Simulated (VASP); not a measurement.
# W (Fm-3m) in VASP: a series of runs

The runs below take W through single point, with PBEsol.

All numbers are computed with VASP 6.6.1; they aren't measurements. Logs are shortened: lines on timing, memory, paths and dates and some standing lists are left out, and cuts for length are marked.

### Step 1. The cell of the first run

It takes space group Fm-3m (No. 225, cubic). The conventional cell has a = 4.060 Å, b = 4.060 Å, c = 4.060 Å, α = 90.00°, β = 90.00°, γ = 90.00°. W (site symmetry m-3m) has 12 W at 2.87 Å within 3.8 Å.

### Step 2. Single point, PBEsol

Input file INCAR:

```
SYSTEM = W
ALGO = Normal ; EDIFF = 1E-6
ENCUT = 520 ; GGA = PS
ISIF = 2 ; ISMEAR = 0
LASPH = .True. ; LCHARG = .False.
LREAL = .False. ; LWAVE = .False.
NBANDS = 13 ; NELM = 80
PREC = Accurate ; SIGMA = 0.15
```

Input file KPOINTS:

```
k-points
0
Gamma
  20 20 20
  0 0 0
```

Input file POSCAR:

```
W
1.0
    0.0000000000      2.0300000000      2.0300000000
    2.0300000000      0.0000000000      2.0300000000
    2.0300000000      2.0300000000      0.0000000000
W
1
Direct
    0.0000000000      0.0000000000      0.0000000000
```

Potentials or basis: VASP PAW PBE potentials, release 64 (W_sv).

Run with:

```bash
> cat potpaw_PBE.64/W_sv/POTCAR > POTCAR
> mpirun -np 1 vasp_std > vasp.out
```

OUTCAR:

```text
SYSTEM = W
   EDIFF = 1E-6
   ENCUT = 520
   GGA = PS
   ISIF = 2
   ISMEAR = 0
   LASPH = .True.
   LREAL = .False.
   NELM = 80
   PREC = Accurate

 ion  position               nearest neighbor table
   1  0.000  0.000  0.000-

  LATTYP: Found a face centered cubic cell.
 ALAT       =     4.0600000000

  Lattice vectors:

 A1 = (   0.0000000000,   2.0300000000,   2.0300000000)
 A2 = (   2.0300000000,   0.0000000000,   2.0300000000)
 A3 = (   2.0300000000,   2.0300000000,   0.0000000000)

Analysis of symmetry for initial positions (statically):
=====================================================================
 Subroutine PRICEL returns:
 Original cell was already a primitive cell.

 Routine SETGRP: Setting up the symmetry group for a
 face centered cubic supercell.

 Subroutine GETGRP returns: Found 48 space group operations
[... 9 lines left out ...]

 Routine SETGRP: Setting up the symmetry group for a
 face centered cubic supercell.

 Subroutine GETGRP returns: Found 48 space group operations
[... 11 lines left out ...]
                                     Primitive cell

  volume of cell :      16.7309

  direct lattice vectors                    reciprocal lattice vectors
     0.000000000  2.030000000  2.030000000    -0.246305419  0.246305419  0.246305419
     2.030000000  0.000000000  2.030000000     0.246305419 -0.246305419  0.246305419
     2.030000000  2.030000000  0.000000000     0.246305419  0.246305419 -0.246305419

  length of vectors
     2.870853532  2.870853532  2.870853532     0.426613499  0.426613499  0.426613499

  position of ions in fractional coordinates (direct lattice)
     0.000000000  0.000000000  0.000000000

  ion indices of the primitive-cell ions
   primitive index   ion index
                 1           1

----------------------------------------------------------------------------------------

 KPOINTS: k-points

Automatic generation of k-mesh.
 Grid dimensions read from file:
 generate k-points for:   20   20   20

 Generating k-lattice:

  Cartesian coordinates                     Fractional coordinates (reciprocal lattice)
    -0.012315271  0.012315271  0.012315271     0.050000000  0.000000000  0.000000000
     0.012315271 -0.012315271  0.012315271     0.000000000  0.050000000  0.000000000
     0.012315271  0.012315271 -0.012315271     0.000000000  0.000000000  0.050000000

  Length of vectors
     0.021330675  0.021330675  0.021330675

  Shift w.r.t. Gamma in fractional coordinates (k-lattice)
     0.000000000  0.000000000  0.000000000

 Subroutine IBZKPT returns following result:
 ===========================================

 Found    256 irreducible k-points:

 Following reciprocal coordinates:
            Coordinates               Weight
  0.000000  0.000000  0.000000      1.000000
  0.050000  0.000000  0.000000      8.000000
  0.100000  0.000000  0.000000      8.000000
  0.150000  0.000000  0.000000      8.000000
  0.200000  0.000000  0.000000      8.000000
  0.250000  0.000000  0.000000      8.000000
[... 16 lines left out ...]
 -0.400000  0.050000  0.000000     24.000000
 -0.350000  0.050000  0.000000     24.000000
 [... further k-points ...]
   k-points           NKPTS =    256   k-points in BZ     NKDIM =    256   number of bands    NBANDS=     13
   number of dos      NEDOS =    301   number of ions     NIONS =      1
   total plane-waves  NPLWV =  13824
   dimension x,y,z NGX =    24 NGY =   24 NGZ =   24
   dimension x,y,z NGXF=    48 NGYF=   48 NGZF=   48
   ions per type =               1
   NGX,Y,Z   is equivalent  to a cutoff of  13.90, 13.90, 13.90 a.u.
   NGXF,Y,Z  is equivalent  to a cutoff of  27.80, 27.80, 27.80 a.u.
 SYSTEM =  W
   PREC   = accura    normal or accurate (medium, high low for compatibility)
   ISTART =      0    job   : 0-new  1-cont  2-samecut
   ICHARG =      2    charge: 1-file 2-atom 10-const
   ISPIN  =      1    spin polarized calculation?
   LNONCOLLINEAR =      F non collinear calculations
   LSORBIT =      F    spin-orbit coupling
   LASPH  =      T    aspherical Exc in radial PAW
   ENCUT  =  520.0 eV  38.22 Ry    6.18 a.u.   5.34  5.34  5.34*2*pi/ulx,y,z
   NELM   =     80;   NELMIN=  2; NELMDL= -5     # of ELM steps
   EDIFF  = 0.1E-05   stopping-criterion for ELM
   LREAL  =      F    real-space projection
   EDIFFG = 0.1E-04   stopping-criterion for IOM
   NSW    =      0    number of steps for IOM
   IBRION =     -1    ionic relax: 0-MD 1-quasi-New 2-CG
   NFREE  =      0    steps in history (QN), initial steepest desc. (CG)
   ISIF   =      2    stress and relaxation
   ISYM   =      2    0-nonsym 1-usesym 2-fastsym
   POTIM  = 0.5000    time-step for ionic-motion
   TEBEG  =    0.0;   TEEND  =   0.0 temperature during run
   PSTRESS=    0.0 pullay stress
   NELECT =      14.0000    total number of electrons
   NUPDOWN=      -1.0000    fix difference up-down
   EMIN   =  10.00;   EMAX   =-10.00  energy-range for DOS
   EFERMI =   0.00;   METHOD = LEGACY
[... 102 lines left out ...]
     12      25.5634      0.00000
     13      29.6702      0.00000

 k-point     5 :       0.2000    0.0000    0.0000
  band No.  band energies     occupation
      1     -63.5811      2.00000
      2     -27.6531      2.00000
      3     -27.3150      2.00000
      4     -27.3150      2.00000
      5       2.6865      2.00000
      6       8.6562      2.00000
      7       9.9790      1.51271
      8       9.9790      1.51271
      9      12.3463      0.00000
     10      12.3463      0.00000
     11      23.9095      0.00000
     12      26.0257      0.00000
     13      30.8896      0.00000

 k-point     6 :       0.2500    0.0000    0.0000
  band No.  band energies     occupation
      1     -63.5660      2.00000
      2     -27.8211      2.00000
      3     -27.3375      2.00000
      4     -27.3375      2.00000
      5       3.3405      2.00000
      6       8.5338      2.00000
      7       9.9421      1.70314
      8       9.9421      1.70314
      9      12.6425      0.00000
     10      12.6425      0.00000
     11      23.0349      0.00000
     12      26.6724      0.00000
     13      32.3182      0.00000

 k-point     7 :       0.3000    0.0000    0.0000
  band No.  band energies     occupation
      1     -63.5509      2.00000
      2     -27.9857      2.00000
      3     -27.3599      2.00000
      4     -27.3599      2.00000
      5       3.9080      2.00000
      6       8.6657      2.00000
      7       9.7916      1.98619
      8       9.7916      1.98619
      9      13.1525      0.00000
     10      13.1525      0.00000
     11      22.2276      0.00000
     12      26.2340      0.00000
     13      32.8138      0.00000
[... 193 lines left out ...]
 k-point    20 :       0.4500    0.0500    0.0000
  band No.  band energies     occupation
      1     -63.5202      2.00000
      2     -28.2910      2.00000
      3     -27.4158      2.00000
      4     -27.4146      2.00000
      5       4.6181      2.00000
      6       9.1953      2.00000
      7       9.4612      2.00000
      8      10.0961      0.68268
      9      14.6809      0.00000
     10      14.8676      0.00000
     11      20.4354      0.00000
     12      23.1366      0.00000
     13      28.7270      0.00000

 k-point    21 :       0.5000    0.0500    0.0000
  band No.  band energies     occupation
      1     -63.5163      2.00000
      2     -28.3311      2.00000
      3     -27.4266      2.00000
      4     -27.4157      2.00000
      5       4.6454      2.00000
      6       9.1462      2.00000
      7       9.3866      2.00000
      8      10.4976      0.00003
      9      14.9778      0.00000
     10      15.1112      0.00000
     11      19.9850      0.00000
     12      22.7321      0.00000
     13      28.4625      0.00000

 k-point    22 :      -0.4500    0.0500    0.0000
  band No.  band energies     occupation
      1     -63.5171      2.00000
      2     -28.3229      2.00000
      3     -27.4303      2.00000
      4     -27.4097      2.00000
      5       4.6417      2.00000
      6       9.1737      2.00000
      7       9.3857      2.00000
      8      10.4150      0.00064
      9      14.7579      0.00000
     10      15.2080      0.00000
     11      20.0882      0.00000
     12      22.8129      0.00000
     13      28.4139      0.00000

 k-point    23 :      -0.4000    0.0500    0.0000
  band No.  band energies     occupation
      1     -63.5225      2.00000
      2     -28.2670      2.00000
      3     -27.4265      2.00000
      4     -27.3971      2.00000
      5       4.5992      2.00000
      6       9.2722      2.00000
      7       9.4604      2.00000
      8       9.9003      1.84939
      9      14.2645      0.00000
     10      14.9601      0.00000
     11      20.6675      0.00000
     12      23.3938      0.00000
     13      28.8694      0.00000

 k-point    24 :      -0.3500    0.0500    0.0000
  band No.  band energies     occupation
      1     -63.5321      2.00000
      2     -28.1680      2.00000
      3     -27.4156      2.00000
      4     -27.3791      2.00000
      5       4.4635      2.00000
      6       9.1926      2.00000
      7       9.4768      2.00000
      8       9.6030      1.99998
      9      13.6178      0.00000
     10      14.4662      0.00000
     11      21.3976      0.00000
     12      24.4986      0.00000
     13      29.8131      0.00000

 [... further k-points ...]
[... 5 lines left out ...]
  --------------------------------------------------------------------------------------
  -------------------------------------------------------------------------------------
  Total       -1.2647152     -1.2647152     -1.2647152      0.0000000     -0.0000000      0.0000000
  in kB     -121.1114551   -121.1114551   -121.1114551      0.0000000     -0.0000000      0.0000000
  external PRESSURE =    -121.1114551 kB  Pullay stress =       0.0000000 kB

 VOLUME and BASIS-vectors are now :
 -----------------------------------------------------------------------------
  energy-cutoff  :      520.00
  volume of cell :       16.73
      direct lattice vectors                 reciprocal lattice vectors
     0.000000000  2.030000000  2.030000000    -0.246305419  0.246305419  0.246305419
     2.030000000  0.000000000  2.030000000     0.246305419 -0.246305419  0.246305419
     2.030000000  2.030000000  0.000000000     0.246305419  0.246305419 -0.246305419

 POSITION                                       TOTAL-FORCE (eV/Angst)
 -----------------------------------------------------------------------------------
      0.00000      0.00000      0.00000         0.000000      0.000000     -0.000000
 -----------------------------------------------------------------------------------
    total drift:                                0.000000      0.000000      0.000000

  FREE ENERGIE OF THE ION-ELECTRON SYSTEM (eV)
  ---------------------------------------------------
  free  energy   TOTEN  =       -13.2871470291 eV

  energy  without entropy=      -13.2710895391  energy(sigma->0) =      -13.27911828
```

Run time: 14 s. Hardware: 1 thread of Intel Xeon 6975P-C (Granite Rapids), shared host; peak memory 0.18 GiB.

What came out:

```yaml
Free_energy: -13.2871 eV
Pressure: -12.1 GPa
Band_gap_on_the_k_mesh: zero (band 7 reaches 13.02 eV, above the bottom of band 8 at 9.52 eV)
```

Caveat: the PAW data sets were made with another functional, which shifts forces and pressure a little; spin-orbit coupling is left out, which moves the levels of the heavy elements.

### Step 3. Single point, PBEsol

Input file INCAR:

```
SYSTEM = W
PREC = Accurate ; ENCUT = 520
EDIFF = 1E-6 ; ISMEAR = 0
SIGMA = 0.15 ; LREAL = .FALSE.
LASPH = .TRUE. ; NELM = 80
ALGO = Normal ; ISIF = 2
LWAVE = .FALSE. ; LCHARG = .FALSE.
GGA = PS ; NBANDS = 13
```

Input file KPOINTS:

```
Automatic mesh
0
G
  22 22 22
  0 0 0
```

POSCAR is that of step 2.

Potentials or basis: VASP PAW PBE potentials, release 64 (W_sv).

Run with:

```bash
> cat potpaw_PBE.64/W_sv/POTCAR > POTCAR
> mpirun -np 1 vasp_std > vasp.out
```

Run time: 18 s. Hardware: 1 thread of Intel Xeon 6975P-C (Granite Rapids), shared host; peak memory 0.19 GiB.

It converged, with:

| Property | Result |
| --- | --- |
| Free energy | -13.2886 eV |
| Pressure | -12.3 GPa |
| Band gap on the k mesh | zero (band 7 reaches 13.02 eV, above the bottom of band 8 at 9.52 eV) |

Levels at points of the mesh, in eV from the Fermi level:
```tsv
k point	band 4	band 5	band 6	band 7	band 8	band 9	band 10	band 11
(0.00, 0.00, 0.00)	-37.32	-8.91	-0.54	-0.54	-0.54	2.49	2.49	12.80
(0.50, 0.00, 0.00)	-37.47	-5.51	-0.77	-0.77	0.59	4.91	4.91	9.98
(0.50, 0.50, 0.00)	-37.71	-5.37	-4.40	2.95	4.86	5.62	5.62	11.57
```

Caveat: the PAW data sets were made with another functional, which shifts forces and pressure a little; spin-orbit coupling is left out, which moves the levels of the heavy elements.

### Step 4. Single point, PBEsol

This run uses another cell than the first one: it holds 6 atoms, not 1.

Input file INCAR:

```
PREC     = Accurate       # precision mode
ENCUT    = 520            # plane-wave cutoff, eV
EDIFF    = 1E-6           # SCF threshold, eV
ISMEAR   = 0              # smearing method
SIGMA    = 0.15           # smearing width, eV
LREAL    = F              # projectors in reciprocal space
LASPH    = T              # aspherical terms in the spheres
NELM     = 80             # most SCF steps
ALGO     = Fast           # electronic algorithm
ISIF     = 2              # what is computed and relaxed
LWAVE    = F              # write WAVECAR
LCHARG   = F              # write CHGCAR
GGA      = PS             # functional
NBANDS   = 51             # bands
```

Input file KPOINTS:

```
regular mesh
0
Gamma
  16 16 4
```

Input file POSCAR:

```
W
1.0
   -2.0300000000     -2.0300000000      0.0000000000
    2.0300000000     -2.0300000000      0.0000000000
    0.0000000000      0.0000000000     12.1800000000
W
6
Direct
    0.0000000000      0.0000000000      0.0000000000
    0.5000000000      0.5000000000      0.1666666667
    0.0000000000      0.0000000000      0.3333333333
    0.5000000000      0.5000000000      0.5000000000
    0.0000000000      0.0000000000      0.6666666667
    0.5000000000      0.5000000000      0.8333333333
```

Run with:

```bash
> cat potpaw_PBE.64/W_sv/POTCAR > POTCAR
> mpirun -np 1 vasp_std > vasp.out
```

It took 15 min on 1 thread of Intel Xeon Platinum 8488C (Sapphire Rapids), shared host; peak memory 0.56 GiB.

Results (log left out):

```
Free energy            : -79.7282 eV
Pressure               : -12.2 GPa
Band gap on the k mesh : zero (band 42 reaches 12.34 eV, above the bottom of band 43 at 9.70 eV)
```

Levels at points of the mesh, in eV from the Fermi level:
```
           k point  band 38  band 39  band 40  band 41  band 42  band 43  band 44  band 45  band 46  band 47
(0.00, 0.00, 0.00)    -0.54     0.14     0.14     0.40     0.40     0.40     0.40     0.89     0.89     2.49
(0.50, 0.00, 0.00)    -1.07    -0.51    -0.51    -0.51    -0.51    -0.01    -0.01    -0.01    -0.01     0.85
(0.50, 0.50, 0.00)    -0.27    -0.27    -0.27     2.24     2.24     2.24     2.24     2.96     2.96     4.87
(0.00, 0.00, 0.50)    -0.30    -0.30    -0.30    -0.12    -0.12     1.55     1.55     1.55     1.55     1.83
(0.50, 0.00, 0.50)    -1.22    -0.76    -0.76    -0.76    -0.76     0.18     0.18     0.18     0.18     0.60
(0.50, 0.50, 0.50)    -1.97     1.24     1.24     1.65     1.65     1.65     1.65     4.01     4.01     4.01
```

Caveat: the PAW data sets were made with another functional, which shifts forces and pressure a little; spin-orbit coupling is left out, which moves the levels of the heavy elements.

### Step 5. Single point, PBEsol

This run uses another cell than the first one: it holds 2 atoms, not 1.

Input file INCAR:

```
SYSTEM = W
  ALGO = Fast
  EDIFF = 1E-7
  ENCUT = 520
  GGA = PS
  ISIF = 2
  ISMEAR = 0
  LASPH = .True.
  LCHARG = .False.
  LREAL = .False.
  LWAVE = .False.
  NBANDS = 21
  NELM = 80
  PREC = Accurate
  SIGMA = 0.15
```

Input file KPOINTS:

```
k-points
0
Gamma
  16 16 12
  0 0 0
```

Input file POSCAR:

```
W
1.0
    0.0000000000     -2.0300000000     -2.0300000000
    0.0000000000      2.0300000000     -2.0300000000
    4.0600000000      0.0000000000      0.0000000000
W
2
Direct
    0.5000000000      0.5000000000      0.5000000000
    0.0000000000      0.0000000000      0.0000000000
```

Run with:

```bash
> cat potpaw_PBE.64/W_sv/POTCAR > POTCAR
> mpirun -np 1 vasp_std > vasp.out
```

Wall time 5.1 min (1 thread of AMD EPYC 7R13, shared host); peak memory 0.25 GiB.

The run converged. Its results:

```
Free energy            : -26.5760 eV
Pressure               : -12.1 GPa
Band gap on the k mesh : zero (band 14 reaches 13.02 eV, above the bottom of band 15 at 9.70 eV)
```

Levels at points of the mesh, in eV from the Fermi level:
| k point | band 11 | band 12 | band 13 | band 14 | band 15 | band 16 | band 17 | band 18 |
| --- | --- | --- | --- | --- | --- | --- | --- | --- |
| (0.00, 0.00, 0.00) | -4.40 | -0.54 | -0.54 | -0.54 | 2.49 | 2.49 | 2.96 | 4.87 |
| (0.50, 0.00, 0.00) | -2.04 | -2.04 | -1.80 | -1.80 | 0.85 | 0.85 | 2.21 | 2.21 |
| (0.50, 0.50, 0.00) | -4.40 | -4.40 | 2.96 | 2.96 | 4.87 | 4.87 | 5.63 | 5.63 |
| (0.00, 0.00, 0.50) | -2.83 | -2.83 | -0.12 | -0.12 | 1.55 | 1.55 | 1.55 | 1.55 |
| (0.50, 0.00, 0.50) | -0.76 | -0.76 | -0.76 | -0.76 | 0.60 | 0.60 | 4.91 | 4.91 |
| (0.50, 0.50, 0.50) | -1.97 | -1.97 | -1.97 | -1.97 | 1.24 | 1.24 | 5.64 | 5.64 |

Caveat: the PAW data sets were made with another functional, which shifts forces and pressure a little; spin-orbit coupling is left out, which moves the levels of the heavy elements.

### Step 6. Overview

```tsv
cell	k mesh	gap on the mesh (eV)	pressure (GPa)
a = 2.871 Å, angles 60.0°, 1 atom	20 × 20 × 20	none	-12.1
a = 2.871 Å, angles 60.0°, 1 atom	22 × 22 × 22	none	-12.3
a = 2.871, b = 2.871, c = 12.180 Å, 6 atoms	16 × 16 × 4	none	-12.2
a = 2.871, b = 2.871, c = 4.060 Å, 2 atoms	16 × 16 × 12	none	-12.1
```

Alike in all rows: task single point; level PBEsol; potentials or basis VASP PAW PBE potentials, release 64 (W_sv); no spin polarisation; cutoff (eV) 520; smearing gaussian 0.15 eV.

Caveats: the PAW data sets were made with another functional, which shifts forces and pressure a little; spin-orbit coupling is left out, which moves the levels of the heavy elements.

Total energies depend on the potentials used, so only differences within one code and one set of settings carry meaning.
